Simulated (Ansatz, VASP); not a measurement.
ZnS: VASP beside Ansatz

INCAR

```
  PREC = Accurate
  ENCUT = 500
  EDIFF = 1E-6
  ISMEAR = 0
  SIGMA = 0.05
  LREAL = F
  LASPH = T
  NELM = 120
  ALGO = Normal
  ISIF = 2
  LWAVE = F
  LCHARG = F
  GGA = PE
  NBANDS = 16
  GGA_COMPAT = F
```

File KPOINTS:

```
Automatic mesh
0
Gamma
  8 8 8
```

The input POSCAR:

```
ZnS
1.0
    0.0000000000      2.7115698349      2.7115698349
    2.7115698349      0.0000000000      2.7115698349
    2.7115698349      2.7115698349      0.0000000000
Zn S
1 1
Direct
    0.2500000000      0.2500000000      0.2500000000
    0.0000000000      0.0000000000      0.0000000000
```

Input for Ansatz:

```yaml
crystal:
  lattice:
    - [0.0, 2.7115698349, 2.7115698349]
    - [2.7115698349, 0.0, 2.7115698349]
    - [2.7115698349, 2.7115698349, 0.0]
  atoms:
    - { symbol: Zn, position: [0.25, 0.25, 0.25] }
    - { symbol: S, position: [0.0, 0.0, 0.0] }
basis:
  ecutwfc: 420
  ecutrho_ratio: 4
kpoints:
  mp_grid: { grid: [8, 8, 8] }
hamiltonian:
  xc: pbe
scf:
  occupations: { method: gaussian, width: 0.05 }
output:
  forces: true
  stress: true
  eigenvalues: true
```

Alike in both runs: task single point; functional PBE; k mesh 8 × 8 × 8; occupations gaussian, width 0.05 eV; no spin polarisation.

|  | VASP | Ansatz |
| --- | --- | --- |
| version | VASP 6.6.1 | Ansatz 0.2.0 |
| potentials or method | VASP PAW PBE potentials, release 64 (Zn, S), cutoff 500 eV | scalar-relativistic, plane waves, PAW |
| valence electrons in the cell | 18 | 18 |

|  | VASP | Ansatz | Ansatz less VASP |
| --- | --- | --- | --- |
| gap on the k mesh at the Fermi level (eV) | 2.07 | 2.06 | -0.004 |
| least direct gap on the mesh (eV) | 2.07 | 2.06 | -0.004 |
| pressure (GPa) | 1.0 | 0.8 | -0.15 |

With one functional, cell and mesh, what is left measures potentials, basis and numerics.
